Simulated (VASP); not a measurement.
# In (P6_3/mmc) in VASP: a series of runs

The runs below take In through relaxation of cell and atoms, with PBEsol.

All numbers are computed with VASP 6.6.1; they aren't measurements. Logs are shortened: lines on timing, memory, paths and dates and some standing lists are left out, and cuts for length are marked.

## 1. The cell of the first run

The structure is hexagonal, space group P6_3/mmc (No. 194). Conventional cell: a = 3.335 Å, b = 3.335 Å, c = 5.509 Å, α = 90.00°, β = 90.00°, γ = 120.00°. Within 4.4 Å of In (site symmetry -6m2) lie 12 In at 3.34 to 3.36 Å.

## 2. Relaxation of cell and atoms, PBEsol

INCAR

```
PREC = Accurate
ENCUT = 600
EDIFF = 1E-6
ISMEAR = -1
SIGMA = 0.05
LREAL = F
LASPH = T
NELM = 60
ALGO = Normal
ISIF = 3
LWAVE = F
LCHARG = F
GGA = PS
IBRION = 2
NSW = 60
EDIFFG = -0.01
```

KPOINTS

```
Automatic mesh
0
Gamma
  9 9 5
```

POSCAR

```
In
1.0
    3.3354847820      0.0000000000      0.0000000000
   -1.6677423910      2.8886145552      0.0000000000
    0.0000000000      0.0000000000      5.5091429200
In
2
Direct
    0.6666666667      0.3333333333      0.7500000000
    0.3333333333      0.6666666667      0.2500000000
```

Potentials or basis: VASP PAW PBE potentials, release 64 (In_d).

The run is started by

```console
cat potpaw_PBE.64/In_d/POTCAR > POTCAR
mpirun -np 1 vasp_std > vasp.out
```

OUTCAR:

```text
PREC = Accurate
   ENCUT = 600
   EDIFF = 1E-6
   ISMEAR = -1
   LREAL = F
   LASPH = T
   NELM = 60
   ISIF = 3
   GGA = PS
   IBRION = 2
   NSW = 60
   EDIFFG = -0.01

 ion  position               nearest neighbor table
   1  0.667  0.333  0.750-   2 3.36   2 3.36   2 3.36   2 3.36   2 3.36   2 3.36
   2  0.333  0.667  0.250-   1 3.36   1 3.36   1 3.36   1 3.36   1 3.36   1 3.36

  LATTYP: Found a hexagonal cell.
 ALAT       =     3.3354847820
 C/A-ratio  =     1.6516768266

  Lattice vectors:

 A1 = (   3.3354847820,   0.0000000000,   0.0000000000)
 A2 = (  -1.6677423910,   2.8886145552,   0.0000000000)
 A3 = (   0.0000000000,   0.0000000000,   5.5091429200)

Analysis of symmetry for initial positions (statically):
=====================================================================
 Subroutine PRICEL returns:
 Original cell was already a primitive cell.

 Routine SETGRP: Setting up the symmetry group for a
 hexagonal supercell.

 Subroutine GETGRP returns: Found 24 space group operations
 (whereof 12 operations were pure point group operations)
 out of a pool of 24 trial point group operations.

The static configuration has the point symmetry D_3d.
 The point group associated with its full space group is D_6h.

Analysis of symmetry for dynamics (positions and initial velocities):
=====================================================================
 Subroutine PRICEL returns:
 Original cell was already a primitive cell.

 Routine SETGRP: Setting up the symmetry group for a
 hexagonal supercell.

 Subroutine GETGRP returns: Found 24 space group operations
 (whereof 12 operations were pure point group operations)
 out of a pool of 24 trial point group operations.

The dynamic configuration has the point symmetry D_3d.
 The point group associated with its full space group is D_6h.

 Subroutine INISYM returns: Found 24 space group operations
 (whereof 12 operations are pure point group operations),
 and found     1 'primitive' translations

----------------------------------------------------------------------------------------

                                     Primitive cell

  volume of cell :      53.0802

  direct lattice vectors                    reciprocal lattice vectors
     3.335484782  0.000000000  0.000000000     0.299806495  0.173093360  0.000000000
    -1.667742391  2.888614555  0.000000000     0.000000000  0.346186721  0.000000000
     0.000000000  0.000000000  5.509142920     0.000000000  0.000000000  0.181516438

  length of vectors
     3.335484782  3.335484782  5.509142920     0.346186721  0.346186721  0.181516438

  position of ions in fractional coordinates (direct lattice)
     0.666666667  0.333333333  0.750000000
     0.333333333  0.666666667  0.250000000

  ion indices of the primitive-cell ions
   primitive index   ion index
                 1           1
                 2           2

----------------------------------------------------------------------------------------

 KPOINTS: Automatic mesh

Automatic generation of k-mesh.
 Grid dimensions read from file:
 generate k-points for:    9    9    5

 Generating k-lattice:

  Cartesian coordinates                     Fractional coordinates (reciprocal lattice)
     0.033311833  0.019232596  0.000000000     0.111111111  0.000000000  0.000000000
     0.000000000  0.038465191  0.000000000     0.000000000  0.111111111  0.000000000
     0.000000000  0.000000000  0.036303288     0.000000000  0.000000000  0.200000000

  Length of vectors
     0.038465191  0.038465191  0.036303288

  Shift w.r.t. Gamma in fractional coordinates (k-lattice)
     0.000000000  0.000000000  0.000000000

 Subroutine IBZKPT returns following result:
 ===========================================

 Found     36 irreducible k-points:

 Following reciprocal coordinates:
            Coordinates               Weight
  0.000000  0.000000  0.000000      1.000000
  0.111111  0.000000  0.000000      6.000000
  0.222222  0.000000  0.000000      6.000000
  0.333333  0.000000  0.000000      6.000000
  0.444444  0.000000  0.000000      6.000000
  0.111111  0.111111  0.000000      6.000000
[... 16 lines left out ...]
  0.333333  0.222222  0.200000     24.000000
  0.333333  0.333333  0.200000      4.000000
 [... further k-points ...]
   k-points           NKPTS =     36   k-points in BZ     NKDIM =     36   number of bands    NBANDS=     17
   number of dos      NEDOS =    301   number of ions     NIONS =      2
   total plane-waves  NPLWV =  37632
   dimension x,y,z NGX =    28 NGY =   28 NGZ =   48
   dimension x,y,z NGXF=    56 NGYF=   56 NGZF=   96
   ions per type =               2
   NGX,Y,Z   is equivalent  to a cutoff of  13.96, 13.96, 14.48 a.u.
   NGXF,Y,Z  is equivalent  to a cutoff of  27.91, 27.91, 28.97 a.u.
 SYSTEM =  unknown system
   PREC   = accura    normal or accurate (medium, high low for compatibility)
   ISTART =      0    job   : 0-new  1-cont  2-samecut
   ICHARG =      2    charge: 1-file 2-atom 10-const
   ISPIN  =      1    spin polarized calculation?
   LNONCOLLINEAR =      F non collinear calculations
   LSORBIT =      F    spin-orbit coupling
   LASPH  =      T    aspherical Exc in radial PAW
   ENCUT  =  600.0 eV  44.10 Ry    6.64 a.u.   6.66  6.66 11.00*2*pi/ulx,y,z
   NELM   =     60;   NELMIN=  2; NELMDL= -5     # of ELM steps
   EDIFF  = 0.1E-05   stopping-criterion for ELM
   LREAL  =      F    real-space projection
   EDIFFG = -.1E-01   stopping-criterion for IOM
   NSW    =     60    number of steps for IOM
   IBRION =      2    ionic relax: 0-MD 1-quasi-New 2-CG
   NFREE  =      1    steps in history (QN), initial steepest desc. (CG)
   ISIF   =      3    stress and relaxation
   ISYM   =      2    0-nonsym 1-usesym 2-fastsym
   POTIM  = 0.5000    time-step for ionic-motion
   TEBEG  =    0.0;   TEEND  =   0.0 temperature during run
   PSTRESS=    0.0 pullay stress
   NELECT =      26.0000    total number of electrons
   NUPDOWN=      -1.0000    fix difference up-down
   EMIN   =  10.00;   EMAX   =-10.00  energy-range for DOS
   EFERMI =   0.00;   METHOD = LEGACY
   ISMEAR =    -1;   SIGMA  =   0.05  broadening in eV -4-tet -1-fermi 0-gaus
   EFERMI_NEDOS =   21; number of points for ismear=-14 and -15
   IALGO  =     38    algorithm
   IMIX   =      4    mixing-type and parameters
     AMIX     =   0.40;   BMIX     =  1.00
     AMIX_MAG =   1.60;   BMIX_MAG =  1.00
  volume/ion in A,a.u.               =      26.54       179.10
  Fermi-wavevector in a.u.,A,eV,Ry     =   1.290491  2.438675 22.658704  1.665368
  Thomas-Fermi vector in A             =   2.422320
   LORBIT       =      0    0 simple, 1 ext, 2 COOP (PROOUT), +10 PAW based schemes
   GGA     = PS    functional components
   LHFCALC =     F    Hartree Fock is set to
   AEXX    =    0.0000 exact exchange contribution
   IVDW    =     0    specifies the selected vdW correction
   LEPSILON=     F    determine dielectric tensor
   LRPA    =     F    only Hartree local field effects (RPA)
 conjugate gradient relaxation of ions
 non-spin polarized calculation
  energy-cutoff  :      600.00
  volume of cell :       53.08
 maximum number of plane-waves:      1789
 NGX is ok and might be reduce to    28
   NGX = 13   NGY = 13   NGZ = 23

--------------------------------------- Ionic step        1  -------------------------------------------

 number of electron      25.9999998 magnetization

 Free energy of the ion-electron system (eV)
  ---------------------------------------------------
  ext. energy  EPLUGINS =         0.00000000
  ---------------------------------------------------
  free energy    TOTEN  =        -5.92955187 eV

  energy without entropy =       -5.91575182  energy(sigma->0) =       -5.92265184

------------------------ aborting loop because EDIFF is reached ----------------------------------------

  FORCE on cell =-STRESS in cart. coord.  units (eV):
  Direction    XX          YY          ZZ          XY          YZ          ZX
  --------------------------------------------------------------------------------------
  -------------------------------------------------------------------------------------
  Total       -0.4217403     -0.4217403     -0.5112099      0.0000000     -0.0000000     -0.0000000
  in kB      -12.7298427    -12.7298427    -15.4304027      0.0000000     -0.0000000     -0.0000000
  external PRESSURE =     -13.6300294 kB  Pullay stress =       0.0000000 kB
[... 89 lines left out ...]
  FREE ENERGIE OF THE ION-ELECTRON SYSTEM (eV)
  ---------------------------------------------------
  free  energy   TOTEN  =        -5.9377281468 eV

  energy  without entropy=       -5.9262831945  energy(sigma->0) =       -5.93200567

[... ionic steps 4 to 7 ...]

--------------------------------------- Ionic step        8  -------------------------------------------

 number of electron      26.0000003 magnetization

------------------------ aborting loop because EDIFF is reached ----------------------------------------

  FORCE on cell =-STRESS in cart. coord.  units (eV):
  Direction    XX          YY          ZZ          XY          YZ          ZX
  --------------------------------------------------------------------------------------
  -------------------------------------------------------------------------------------
  Total       -0.0205274     -0.0205274     -0.0161322      0.0000000     -0.0000000      0.0000000
  in kB       -0.6412535     -0.6412535     -0.5039514      0.0000000     -0.0000000      0.0000000
  external PRESSURE =      -0.5954861 kB  Pullay stress =       0.0000000 kB
[... 57 lines left out ...]
  energy  without entropy=       -5.9293022904  energy(sigma->0) =       -5.93389607

--------------------------------------- Ionic step       10  -------------------------------------------

 number of electron      26.0000003 magnetization

 Free energy of the ion-electron system (eV)
  ---------------------------------------------------
  ext. energy  EPLUGINS =         0.00000000
  ---------------------------------------------------
  free energy    TOTEN  =        -5.93849037 eV

  energy without entropy =       -5.92928969  energy(sigma->0) =       -5.93389003

 E-fermi :   7.6237     XC(G=0): -10.5060

 val. band max:        7.5576240238   @ k =   0.3333   0.2222   0.2000
 cond. band min:       7.7018755244   @ k =   0.3333   0.1111   0.4000
 fundamental gap:      0.1442515005
 Fermi energy:         7.6236889420

 k-point     1 :       0.0000    0.0000    0.0000
  band No.  band energies     occupation
      1      -7.0535      2.00000
      2      -6.9750      2.00000
      3      -6.9526      2.00000
      4      -6.9526      2.00000
      5      -6.9211      2.00000
      6      -6.9211      2.00000
[... 9 lines left out ...]
     16      17.9238      0.00000
     17      17.9238      0.00000
[... 443 lines left out ...]
      1      -7.0676      2.00000
      2      -6.9831      2.00000
      3      -6.9831      2.00000
      4      -6.8511      2.00000
      5      -6.8511      2.00000
      6      -6.8501      2.00000
[... 9 lines left out ...]
     16       9.0768      0.00000
     17      12.3287      0.00000

 [... further k-points ...]
[... 5 lines left out ...]
  --------------------------------------------------------------------------------------
  -------------------------------------------------------------------------------------
  Total       -0.0127321     -0.0127321     -0.0132319      0.0000000     -0.0000000      0.0000000
  in kB       -0.3979896     -0.3979896     -0.4136132      0.0000000     -0.0000000      0.0000000
  external PRESSURE =      -0.4031975 kB  Pullay stress =       0.0000000 kB
[... 17 lines left out ...]
  FREE ENERGIE OF THE ION-ELECTRON SYSTEM (eV)
  ---------------------------------------------------
  free  energy   TOTEN  =        -5.9384903684 eV

  energy  without entropy=       -5.9292896930  energy(sigma->0) =       -5.93389003

 reached required accuracy - stopping structural energy minimisation
```

Wall time 89 s (1 thread of Intel Xeon 6975P-C (Granite Rapids), shared host); peak memory 0.21 GiB.

What came out:

| Item | Value |
| --- | --- |
| Free energy | -5.9385 eV |
| Relaxed volume | 25.63 Å³/atom |
| Relaxed cell | a = 3.311 Å, b = 3.311 Å, c = 5.400 Å, α = 90.00°, β = 90.00°, γ = 120.00° |
| Space group after relaxing (to 0.05 Å) | P6_3/mmc (No. 194) |
| Energy gained by relaxing | 4.5 meV/atom |
| Ionic steps | 10 |
| Pressure after relaxing | 0.0 GPa |
| Band gap on the k mesh | zero (band 13 reaches 9.93 eV, above the bottom of band 14 at 5.65 eV) |

The path:
```tsv
step	energy change (eV)	largest force (eV/Å)	pressure (GPa)	volume (Å³)
1	0.0000	0.0000	-1.36	53.08
2	-0.0081	0.0000	-0.05	51.36
3	-0.0082	0.0000	0.01	51.28
4	-0.0082	0.0000	0.06	51.25
5	-0.0087	0.0000	0.05	51.20
6	-0.0089	0.0000	0.07	51.17
7	-0.0089	0.0000	0.09	51.16
8	-0.0089	0.0000	-0.06	51.29
9	-0.0089	0.0000	0.06	51.22
10	-0.0089	0.0000	-0.04	51.26
```

Final structure:
```yaml
crystal:
  lattice:
    - [3.31058, 0.00000, 0.00000]
    - [-1.65529, 2.86705, 0.00000]
    - [0.00000, 0.00000, 5.40006]
  atoms:
    - { symbol: In, position: [0.66667, 0.33333, 0.75000] }
    - { symbol: In, position: [0.33333, 0.66667, 0.25000] }
```

Levels at points of the mesh, in eV from the Fermi level:
| k point | band 9 | band 10 | band 11 | band 12 | band 13 | band 14 | band 15 | band 16 | band 17 |
| --- | --- | --- | --- | --- | --- | --- | --- | --- | --- |
| (0.00, 0.00, 0.00) | -14.27 | -14.27 | -9.74 | -4.37 | -3.51 | 8.41 | 8.41 | 10.30 | 10.30 |

Caveat: the PAW data sets were made with another functional, which shifts forces and pressure a little; spin-orbit coupling is left out, which moves the levels of the heavy elements.

## 3. Relaxation of cell and atoms, PBEsol, target pressure 2 GPa, at which the enthalpy is minimised

INCAR

```
SYSTEM = In
PREC = Accurate
ENCUT = 600
EDIFF = 1E-7
ISMEAR = -1
SIGMA = 0.05
LREAL = .False.
LASPH = .True.
NELM = 100
ALGO = Fast
ISIF = 3
LWAVE = .False.
LCHARG = .False.
GGA = PS
IBRION = 2
NSW = 60
EDIFFG = -0.01
PSTRESS = 20.0
```

KPOINTS

```
Automatic mesh
0
Gamma
  9 9 5
  0 0 0
```

POSCAR is that of step 2.

Potentials or basis: VASP PAW PBE potentials, release 64 (In_d).

The run is started by

```console
cat potpaw_PBE.64/In_d/POTCAR > POTCAR
mpirun -np 1 vasp_std > vasp.out
```

OUTCAR:

```text
SYSTEM = In
   PREC = Accurate
   ENCUT = 600
   EDIFF = 1E-7
   ISMEAR = -1
   LREAL = .False.
   LASPH = .True.
   NELM = 100
   ISIF = 3
   GGA = PS
   IBRION = 2
   NSW = 60
   EDIFFG = -0.01
   PSTRESS = 20.0

 ion  position               nearest neighbor table
   1  0.667  0.333  0.750-   2 3.36   2 3.36   2 3.36   2 3.36   2 3.36   2 3.36
   2  0.333  0.667  0.250-   1 3.36   1 3.36   1 3.36   1 3.36   1 3.36   1 3.36

  LATTYP: Found a hexagonal cell.
 ALAT       =     3.3354847820
 C/A-ratio  =     1.6516768266

  Lattice vectors:

 A1 = (   3.3354847820,   0.0000000000,   0.0000000000)
 A2 = (  -1.6677423910,   2.8886145552,   0.0000000000)
 A3 = (   0.0000000000,   0.0000000000,   5.5091429200)

Analysis of symmetry for initial positions (statically):
=====================================================================
 Subroutine PRICEL returns:
 Original cell was already a primitive cell.

 Routine SETGRP: Setting up the symmetry group for a
 hexagonal supercell.

 Subroutine GETGRP returns: Found 24 space group operations
 (whereof 12 operations were pure point group operations)
 out of a pool of 24 trial point group operations.

[... 165 lines left out ...]

  energy without entropy =       -5.91575177  energy(sigma->0) =       -5.92265180

------------------------ aborting loop because EDIFF is reached ----------------------------------------

  FORCE on cell =-STRESS in cart. coord.  units (eV):
  Direction    XX          YY          ZZ          XY          YZ          ZX
  --------------------------------------------------------------------------------------
  -------------------------------------------------------------------------------------
  Total       -0.4232297     -0.4232297     -0.5122120      0.0000000      0.0000000      0.0000000
  in kB      -12.7748009    -12.7748009    -15.4606508      0.0000000      0.0000000      0.0000000
  external PRESSURE =     -33.6700842 kB  Pullay stress =      20.0000000 kB
[... 253 lines left out ...]
--------------------------------------- Ionic step        8  -------------------------------------------

 number of electron      25.9999999 magnetization

 Free energy of the ion-electron system (eV)
  ---------------------------------------------------
  ext. energy  EPLUGINS =         0.00000000
  ---------------------------------------------------
  free energy    TOTEN  =        -5.92689630 eV

  energy without entropy =       -5.91963588  energy(sigma->0) =       -5.92326609

 E-fermi :   8.0937     XC(G=0): -10.6995

 val. band max:        8.0116376715   @ k =   0.3333   0.2222   0.2000
 cond. band min:       8.1687173815   @ k =   0.3333   0.3333   0.4000
 fundamental gap:      0.1570797099
 Fermi energy:         8.0936506985

 k-point     1 :       0.0000    0.0000    0.0000
  band No.  band energies     occupation
      1      -6.6470      2.00000
      2      -6.5494      2.00000
      3      -6.5255      2.00000
      4      -6.5255      2.00000
      5      -6.4897      2.00000
      6      -6.4897      2.00000
[... 457 lines left out ...]
      4      -6.4169      2.00000
      5      -6.4169      2.00000
      6      -6.4162      2.00000
[... 9 lines left out ...]
     16       9.5596      0.00000
     17      12.9666      0.00000

 [... further k-points ...]
[... 5 lines left out ...]
  --------------------------------------------------------------------------------------
  -------------------------------------------------------------------------------------
  Total        0.5978215      0.5978215      0.6039618      0.0000000      0.0000000      0.0000000
  in kB       19.4499961     19.4499961     19.6497700      0.0000000      0.0000000      0.0000000
  external PRESSURE =      -0.4834126 kB  Pullay stress =      20.0000000 kB
[... 21 lines left out ...]
  energy  without entropy=       -5.9196358768  energy(sigma->0) =       -5.92326609

  enthalpy is  TOTEN    =        -5.3121696638 eV   P V=        0.6147266319

 reached required accuracy - stopping structural energy minimisation
```

OSZICAR:

```text
N       E                     dE             d eps       ncg     rms          rms(c)
DAV:   1     0.200940694942E+03    0.20094E+03   -0.14683E+04  1224   0.232E+03
DAV:   2     0.638561462646E+01   -0.19456E+03   -0.19281E+03  1224   0.408E+02
DAV:   3    -0.570045298430E+01   -0.12086E+02   -0.12056E+02  1455   0.124E+02
[... 92 lines left out ...]
RMM:   5    -0.592689627854E+01    0.53376E-05   -0.43975E-05  1365   0.819E-02    0.886E-03
RMM:   6    -0.592689714605E+01   -0.86751E-06   -0.14950E-05  1676   0.451E-02    0.137E-02
RMM:   7    -0.592689728060E+01   -0.13455E-06   -0.17137E-06  1362   0.128E-02    0.173E-02
RMM:   8    -0.592689620571E+01    0.10749E-05   -0.11599E-06  1228   0.160E-02    0.875E-03
RMM:   9    -0.592689629563E+01   -0.89919E-07   -0.12865E-07   778   0.541E-03
   8 F= -.53121697E+01 E0= -.53085395E+01  d E =-.560110E-04
```

Run time: 2.1 min. Hardware: 1 thread of Intel Xeon 6975P-C (Granite Rapids), shared host; peak memory 0.21 GiB.

Results:

```yaml
Free_energy: -5.9269 eV
Relaxed_volume: 24.62 Å³/atom
Relaxed_cell: a = 3.269 Å, b = 3.269 Å, c = 5.322 Å, α = 90.00°, β = 90.00°, γ = 120.00°
Space_group_after_relaxing_to_0.05_Å: P6_3/mmc (No. 194)
Energy_change_on_relaxing_the_enthalpy_is_what_falls: +1.3 meV/atom
Ionic_steps: 8
Pressure_after_relaxing: 2.0 GPa
Band_gap_on_the_k_mesh: zero (band 13 reaches 10.52 eV, above the bottom of band 14 at 6.05 eV)
```

Step by step:
| step | energy change (eV) | largest force (eV/Å) | pressure (GPa) | volume (Å³) |
| --- | --- | --- | --- | --- |
| 1 | 0.0000 | 0.0000 | -1.37 | 53.08 |
| 2 | 0.0087 | 0.0000 | 2.39 | 48.91 |
| 3 | 0.0043 | 0.0000 | 1.97 | 49.23 |
| 4 | 0.0053 | 0.0000 | 2.12 | 49.16 |
| 5 | 0.0047 | 0.0000 | 2.14 | 49.10 |
| 6 | 0.0049 | 0.0000 | 2.15 | 49.07 |
| 7 | 0.0050 | 0.0000 | 2.15 | 49.06 |
| 8 | 0.0027 | 0.0000 | 1.95 | 49.25 |

Final structure:
```xyz
2
Lattice="3.2687 0.0000 0.0000 -1.6344 2.8308 0.0000 0.0000 0.0000 5.3219" Properties=species:S:1:pos:R:3 pbc="T T T"
In    1.6344    0.9436    3.9914
In    0.0000    1.8872    1.3305
```

Caveat: the cell is relaxed towards a set pressure, so the enthalpy falls and the energy may rise; the PAW data sets were made with another functional, which shifts forces and pressure a little; spin-orbit coupling is left out, which moves the levels of the heavy elements.
